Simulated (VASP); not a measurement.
# Ag in VASP: relaxation of the atoms with PBE

Aim: the relaxation of the atoms of Ag with PBE.

Everything below comes from runs of VASP 6.6.1. Logs are shortened: lines on timing, memory, paths and dates and some standing lists are left out, and cuts for length are marked.

### Step 1. The cell of the first run

The cell holds a slab with vacuum, 3 atoms: a = 2.933 Å, b = 2.933 Å, c = 18.147 Å, α = 90.00°, β = 90.00°, γ = 90.00°.

### Step 2. Relaxation of the atoms, PBE

Input file INCAR:

```
  PREC = Accurate
  ENCUT = 520
  EDIFF = 1E-6
  ISMEAR = 0
  SIGMA = 0.1
  LREAL = F
  LASPH = T
  NELM = 100
  ALGO = Normal
  ISIF = 2
  LWAVE = F
  LCHARG = F
  LDIPOL = T
  IDIPOL = 3
  DIPOL = 0.5 0.5 0.500
  GGA = PE
  IBRION = 2
  NSW = 70
  EDIFFG = -0.03
```

Input file KPOINTS:

```
regular mesh
0
Gamma
  10 10 1
```

Input file POSCAR:

```
Ag
1.0
    2.9325072267      0.0000000000      0.0000000000
    0.0000000000      2.9325072267      0.0000000000
    0.0000000000      0.0000000000     18.1471914918
Ag
3
Selective dynamics
Direct
    0.5000000000      0.5000000000      0.3857346192  F F F
    0.0000000000      0.0000000000      0.5000000000  T T T
    0.5000000000      0.5000000000      0.6142653808  T T T
```

Potentials or basis: VASP PAW PBE potentials, release 64 (Ag).

The run is started by

```console
> cat potpaw_PBE.64/Ag/POTCAR > POTCAR
> mpirun -np 1 vasp_std > vasp.out
```

OUTCAR:

```text
PREC = Accurate
   ENCUT = 520
   EDIFF = 1E-6
   ISMEAR = 0
   LREAL = F
   LASPH = T
   NELM = 100
   ISIF = 2
   GGA = PE
   IBRION = 2
   NSW = 70
   EDIFFG = -0.03

 ion  position               nearest neighbor table
   1  0.500  0.500  0.386-   2 2.93   2 2.93   2 2.93   2 2.93
   2  0.000  0.000  0.500-   1 2.93   3 2.93   1 2.93   3 2.93   1 2.93   3 2.93   1 2.93   3 2.93

   3  0.500  0.500  0.614-   2 2.93   2 2.93   2 2.93   2 2.93

  LATTYP: Found a simple tetragonal cell.
 ALAT       =     2.9325072267
 C/A-ratio  =     6.1882853439

  Lattice vectors:

 A1 = (   2.9325072267,   0.0000000000,   0.0000000000)
 A2 = (   0.0000000000,   2.9325072267,   0.0000000000)
 A3 = (   0.0000000000,   0.0000000000,  18.1471914918)

Analysis of symmetry for initial positions (statically):
=====================================================================
 Subroutine PRICEL returns:
 Original cell was already a primitive cell.

 Routine SETGRP: Setting up the symmetry group for a
 simple tetragonal supercell.

 Subroutine GETGRP returns: Found 16 space group operations
 (whereof 16 operations were pure point group operations)
 out of a pool of 16 trial point group operations.

The static configuration has the point symmetry D_4h.

Analysis of symmetry for dynamics (positions and initial velocities):
=====================================================================
 Subroutine PRICEL returns:
 Original cell was already a primitive cell.

 Routine SETGRP: Setting up the symmetry group for a
 simple tetragonal supercell.

 Subroutine GETGRP returns: Found 16 space group operations
 (whereof 16 operations were pure point group operations)
 out of a pool of 16 trial point group operations.

The dynamic configuration has the point symmetry D_4h.

Analysis of constrained symmetry for selective dynamics:
=====================================================================
 Subroutine PRICEL returns:
 Original cell was already a primitive cell.

 Routine SETGRP: Setting up the symmetry group for a
[... 139 lines left out ...]
  volume of cell :      156.06
 maximum number of plane-waves:      4259
 NGX is ok and might be reduce to    24
   NGX = 11   NGY = 11   NGZ = 67

--------------------------------------- Ionic step        1  -------------------------------------------

 number of electron      33.0000019 magnetization

 Free energy of the ion-electron system (eV)
  ---------------------------------------------------
  ext. energy  EPLUGINS =         0.00000000
  ---------------------------------------------------
  free energy    TOTEN  =        -7.25343906 eV

  energy without entropy =       -7.25113421  energy(sigma->0) =       -7.25228663

------------------------ aborting loop because EDIFF is reached ----------------------------------------

  FORCE on cell =-STRESS in cart. coord.  units (eV):
  Direction    XX          YY          ZZ          XY          YZ          ZX
  --------------------------------------------------------------------------------------
  -------------------------------------------------------------------------------------
  Total       -1.4424125     -1.4424125     -0.5641790      0.0000000      0.0000000     -0.0000000
  in kB      -14.8085469    -14.8085469     -5.7921512      0.0000000      0.0000000     -0.0000000
  external PRESSURE =     -11.8030817 kB  Pullay stress =       0.0000000 kB
[... 137 lines left out ...]
 number of electron      33.0000014 magnetization

------------------------ aborting loop because EDIFF is reached ----------------------------------------

 vacuum level on the upper side and lower side of the slab       (xc-potential included)        -0.022         0.001

  FORCE on cell =-STRESS in cart. coord.  units (eV):
  Direction    XX          YY          ZZ          XY          YZ          ZX
  --------------------------------------------------------------------------------------
  -------------------------------------------------------------------------------------
  Total       -1.2560970     -1.2560970     -0.2732038      0.0000000      0.0000000     -0.0000000
  in kB      -12.8957364    -12.8957364     -2.8048502      0.0000000      0.0000000     -0.0000000
  external PRESSURE =      -9.5321077 kB  Pullay stress =       0.0000000 kB
[... 55 lines left out ...]
  FREE ENERGIE OF THE ION-ELECTRON SYSTEM (eV)
  ---------------------------------------------------
  free  energy   TOTEN  =        -7.2574661408 eV

  energy  without entropy=       -7.2548995327  energy(sigma->0) =       -7.25618284

 dipolmoment           0.000000      0.000000      0.000013 electrons x Angstroem

--------------------------------------- Ionic step        7  -------------------------------------------

 number of electron      33.0000009 magnetization

 dipolmoment           0.000000      0.000000     -0.000411 electrons x Angstroem

 Free energy of the ion-electron system (eV)
  ---------------------------------------------------
  ext. energy  EPLUGINS =         0.00000000
  ---------------------------------------------------
  free energy    TOTEN  =        -7.25899978 eV

  energy without entropy =       -7.25627032  energy(sigma->0) =       -7.25763505

 E-fermi :  -0.1455     XC(G=0):  -5.0176

 val. band max:       -0.1945856579   @ k =   0.5000   0.0000   0.0000
 cond. band min:       0.0014646938   @ k =   0.5000   0.1000   0.0000
 fundamental gap:      0.1960503517
 Fermi energy:        -0.1455115727

 k-point     1 :       0.0000    0.0000    0.0000
  band No.  band energies     occupation
      1      -6.8538      2.00000
      2      -5.9617      2.00000
      3      -5.9512      2.00000
      4      -5.4267      2.00000
      5      -5.2575      2.00000
      6      -4.8426      2.00000
[... 472 lines left out ...]
     19       5.3099      0.00000
     20       6.4567      0.00000

------------------------ aborting loop because EDIFF is reached ----------------------------------------

 vacuum level on the upper side and lower side of the slab       (xc-potential included)        -0.019        -0.022

  FORCE on cell =-STRESS in cart. coord.  units (eV):
  Direction    XX          YY          ZZ          XY          YZ          ZX
  --------------------------------------------------------------------------------------
  -------------------------------------------------------------------------------------
  Total       -1.1201531     -1.1201531     -0.0773965      0.0000000      0.0000000      0.0000000
  in kB      -11.5000663    -11.5000663     -0.7945922      0.0000000      0.0000000      0.0000000
  external PRESSURE =      -7.9315750 kB  Pullay stress =       0.0000000 kB
[... 18 lines left out ...]
  FREE ENERGIE OF THE ION-ELECTRON SYSTEM (eV)
  ---------------------------------------------------
  free  energy   TOTEN  =        -7.2589997784 eV

  energy  without entropy=       -7.2562703190  energy(sigma->0) =       -7.25763505

 reached required accuracy - stopping structural energy minimisation

 vacuum level on the upper side and lower side of the slab         4.185         4.164
```

OSZICAR:

```text
N       E                     dE             d eps       ncg     rms          rms(c)
DAV:   1     0.197558926480E+03    0.19756E+03   -0.14385E+04   840   0.136E+03
DAV:   2     0.183899903905E+01   -0.19572E+03   -0.18558E+03   984   0.279E+02
DAV:   3    -0.763224659987E+01   -0.94712E+01   -0.84844E+01   976   0.549E+01
[... 62 lines left out ...]
DAV:   3    -0.725909769781E+01    0.12504E-03   -0.93060E-04   932   0.358E-01    0.681E-02
DAV:   4    -0.725900454307E+01    0.93155E-04   -0.33330E-04   852   0.279E-01    0.200E-02
DAV:   5    -0.725900275197E+01    0.17911E-05   -0.15048E-04   880   0.170E-01    0.111E-02
DAV:   6    -0.725900029774E+01    0.24542E-05   -0.10398E-05   860   0.410E-02    0.584E-03
DAV:   7    -0.725899977842E+01    0.51932E-06   -0.29746E-06   664   0.149E-02
   7 F= -.72589998E+01 E0= -.72576350E+01  d E =-.247918E-02
```

CONTCAR:

```text
Ag
   1.00000000000000
     2.9325072266999999    0.0000000000000000    0.0000000000000000
     0.0000000000000000    2.9325072266999999    0.0000000000000000
     0.0000000000000000    0.0000000000000000   18.1471914918000010
  Ag
     3
Selective dynamics
Direct
     0.5000000000000000    0.5000000000000000    0.3857346192000009   F   F   F
     0.0000000000000000    0.0000000000000000    0.4980271516270474   T   T   T
     0.5000000000000000    0.5000000000000000    0.6099982862920004   T   T   T

  0.00000000E+00  0.00000000E+00  0.00000000E+00
  0.00000000E+00  0.00000000E+00  0.00000000E+00
  0.00000000E+00  0.00000000E+00  0.00000000E+00
```

Run time: 6.2 min. Hardware: 1 thread of Intel Xeon 8259CL, shared host; peak memory 0.29 GiB.

What came out:

| Item | Value |
| --- | --- |
| Free energy | -7.2590 eV |
| Energy gained by relaxing | 1.9 meV/atom |
| Ionic steps | 7 |
| Band gap on the k mesh | zero (an odd number of electrons rules out a gap without spin polarisation) |

The path:
```
step  energy change (eV)  largest force on free atoms (eV/Å)  pressure (GPa)
   1              0.0000                              0.1302           -1.18
   2             -0.0008                              0.1128           -1.15
   3             -0.0024                              0.0615           -1.06
   4             -0.0027                              0.1632           -0.86
   5             -0.0031                              0.1154           -0.95
   6             -0.0040                              0.0911           -0.91
   7             -0.0056                              0.0155           -0.79
```

Final structure:
```xyz
3
Lattice="2.9325 0.0000 0.0000 0.0000 2.9325 0.0000 0.0000 0.0000 18.1472" Properties=species:S:1:pos:R:3 pbc="T T T"
Ag    1.4663    1.4663    7.0000
Ag    0.0000    0.0000    9.0378
Ag    1.4663    1.4663   11.0698
```

The gap in the log of VASP goes by the Fermi energy; the results here count the filled bands.